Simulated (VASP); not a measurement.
Wanted: the native input for a VASP 6.6.1 run.

| Quantity | Value |
| --- | --- |
| Task | single point |
| Functional | PBE |
| Potentials or basis | VASP PAW PBE potentials, release 64 (Ag) |
| Cutoff | 520 eV |
| k mesh | 12 × 12 × 5 |
| Occupations | gaussian, width 0.1 eV |
| Spin | no spin polarisation |
| Dipole correction | no |
| Further INCAR settings | ALGO = Normal; EDIFF = 1e-06; NBANDS = 24; ISYM = 0 |

The structure of Ag lies in POSCAR:

```
Ag
1.0
    2.9355691563      0.0000000000      0.0000000000
   -1.4677845781      2.5422774639      0.0000000000
    1.4677845781      0.8474258213      7.1833202727
Ag
3
Direct
    0.0000000000      0.0000000000      0.0000000000
    0.4445852657      0.2222926328      0.3331221015
    0.5554147343      0.7777073672      0.6668778985
```

The input as run:

INCAR

```
SYSTEM = Ag
PREC = Accurate ; ENCUT = 520
EDIFF = 1E-6 ; ISMEAR = 0
SIGMA = 0.1 ; LREAL = .False.
LASPH = .True. ; NELM = 100
ALGO = Normal ; ISIF = 2
LWAVE = .False. ; LCHARG = .True.
GGA = PE ; LELF = .True.
LVHAR = .True. ; NBANDS = 24
ISYM = 0
```

KPOINTS

```
regular mesh
0
Gamma
  12 12 5
  0 0 0
```

Potentials or basis: VASP PAW PBE potentials, release 64 (Ag).

Launch:

```console
$ cat potpaw_PBE.64/Ag/POTCAR > POTCAR
$ mpirun -np 1 vasp_std > vasp.out
```

Results of the run:

```json
{
  "Pressure": "0.0 GPa",
  "Largest force": "0.005 eV/Å",
  "Band gap on the k mesh": "zero (an odd number of electrons rules out a gap without spin polarisation)"
}
```

Run time: 3.9 min on 1 thread of Intel(R) Xeon(R) Platinum 8488C (Sapphire Rapids) (shared host), peak memory 0.45 GiB.
